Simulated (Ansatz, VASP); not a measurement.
One calculation of PtSe2, two programs

```
Pt Se
1.0
     3.72400    0.00000    0.00000
    -1.86200    3.22508    0.00000
     0.00000    0.00000    5.06200
Pt Se
1 2
Direct
  0.00000 0.00000 0.00000
  0.33333 0.66667 0.25000
  0.66667 0.33333 0.75000
```

Alike in both runs: task relaxation of cell and atoms; functional PBEsol; k mesh 9 × 9 × 6; no spin polarisation.

|  | VASP | Ansatz |
| --- | --- | --- |
| version | VASP 6.6.1 | Ansatz 0.2.0 |
| potentials or method | VASP PAW PBE potentials, release 64 (Pt, Se), cutoff 600 eV | plane waves, PAW |
| occupations | methfessel-paxton of order 1, width 0.05 eV | cold, width 0.05 eV |
| valence electrons in the cell | 22 | 50 |

VASP gave:

* relaxed volume (Å³/atom): 19.83
* relaxed length of the cell vector where the two differ most in proportion (Å): 4.865

Task: What did Ansatz give for the same quantities?

Result: Relaxed volume (Å³/atom): 19.88; relaxed length of the cell vector where the two differ most in proportion (Å): 4.878.

VASP's potentials were made for PBE, not for PBEsol. VASP's potentials hold 22 valence electrons a cell and Ansatz's 50, so a difference there can come from the potentials and not from the codes.

Neither program's run includes spin-orbit coupling.
